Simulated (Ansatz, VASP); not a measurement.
BiH3Pb: VASP beside Ansatz

INCAR

```
SYSTEM = BiH3Pb
PREC     = Accurate       ! precision mode
ENCUT    = 520            ! plane-wave cutoff, eV
EDIFF    = 1E-6           ! SCF threshold, eV
ISMEAR   = 0              ! smearing method
SIGMA    = 0.1            ! smearing width, eV
LREAL    = .False.        ! projectors in reciprocal space
LASPH    = .True.         ! aspherical terms in the spheres
NELM     = 60             ! most SCF steps
ALGO     = Normal         ! electronic algorithm
ISIF     = 2              ! what is computed and relaxed
LWAVE    = .False.        ! write WAVECAR
LCHARG   = .True.         ! write CHGCAR
GGA      = PE             ! functional
LELF     = .True.         ! ELF
LVHAR    = .True.       
NBANDS   = 24             ! bands
```

Contents of KPOINTS:

```
Automatic mesh
0
Gamma
  4 4 4
  0 0 0
```

The input POSCAR:

```
BiH3Pb
1.0
    4.4219192900      0.0000000000      0.0000000000
    0.0000000000      4.4219192900      0.0000000000
    0.0000000000      0.0000000000      4.4219192900
Bi H Pb
1 3 1
Direct
    0.5000000000      0.5000000000      0.5000000000
    0.5000000000      0.0000000000      0.5000000000
    0.5000000000      0.5000000000      0.0000000000
    0.0000000000      0.5000000000      0.5000000000
    0.0000000000      0.0000000000      0.0000000000
```

Input for Ansatz:

```yaml
crystal:
  lattice:
    - [4.42191929, 0.0, 0.0]
    - [0.0, 4.42191929, 0.0]
    - [0.0, 0.0, 4.42191929]
  atoms:
    - { symbol: Bi, position: [0.5, 0.5, 0.5] }
    - { symbol: H, position: [0.5, 0.0, 0.5] }
    - { symbol: H, position: [0.5, 0.5, 0.0] }
    - { symbol: H, position: [0.0, 0.5, 0.5] }
    - { symbol: Pb, position: [0.0, 0.0, 0.0] }
basis:
  ecutwfc: 420
kpoints:
  mp_grid: { grid: [4, 4, 4] }
hamiltonian:
  xc: pbe
scf:
  occupations: { method: gaussian, width: 0.1 }
  lower_state_search: "off"
output:
  forces: true
  stress: true
  eigenvalues: true
```

Change from the starting cell: species swapped into the CsHgBr3 type (Pm-3m, No. 221).

Alike in both runs: task single point; functional PBE; k mesh 4 × 4 × 4; occupations gaussian, width 0.1 eV; no spin polarisation.

|  | VASP | Ansatz |
| --- | --- | --- |
| version | VASP 6.6.1 | Ansatz 0.2.0 |
| potentials or method | VASP PAW PBE potentials, release 64 (Bi_d, H, Pb_d), cutoff 520 eV | scalar-relativistic, plane waves, PAW |
| valence electrons in the cell | 32 | 32 |

|  | VASP | Ansatz | Ansatz less VASP |
| --- | --- | --- | --- |
| gap on the k mesh at the Fermi level (eV) | none | none | - |
| pressure (GPa) | -1.6 | -1.5 | +0.11 |

A gap of «none» marks a metal or a gap that the smearing closes.

Neither program's run includes spin-orbit coupling.
